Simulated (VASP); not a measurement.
Runs of VASP 6.6.1 on Cu. The structure is that of space group P6_3/mmc (No. 194), or close to it. The cells are those of the table. This isn't the form of Cu at room conditions, which is fcc.

```csv
cell,gap on the mesh (eV),pressure (GPa)
"a = 2.497, b = 2.497, c = 8.150 Å, angles 90.0, 90.0, 120.0°, 4 atoms",none,6.1
"a = 2.531, b = 2.531, c = 8.262 Å, angles 90.0, 90.0, 120.0°, 4 atoms",none,-1.1
"a = 2.461, b = 2.461, c = 8.035 Å, angles 90.0, 90.0, 120.0°, 4 atoms",none,(a)
"a = 2.425, b = 2.425, c = 7.917 Å, angles 90.0, 90.0, 120.0°, 4 atoms",none,(b)
"a = 2.564, b = 2.564, c = 8.371 Å, angles 90.0, 90.0, 120.0°, 4 atoms",none,-6.8
"a = 2.597, b = 2.597, c = 8.477 Å, angles 90.0, 90.0, 120.0°, 4 atoms",none,-11.3
"a = 2.628, b = 2.628, c = 8.580 Å, angles 90.0, 90.0, 120.0°, 4 atoms",none,-14.5
```

Alike in all rows: task single point; level PBEsol; potentials or basis VASP PAW PBE potentials, release 64 (Cu); no spin polarisation; k mesh 10 × 10 × 3; cutoff (eV) 520; smearing fermi-dirac 0.1 eV.

Problem. Fill in the values left out.

Solution. (a) 15.2; (b) 26.8.

Caveats: the PAW data sets were made with another functional, which shifts forces and pressure a little; the cell stands under pressure (at least some runs); the cell stands under tension (at least some runs).

A gap of «none» marks levels without a gap at the run's occupations.
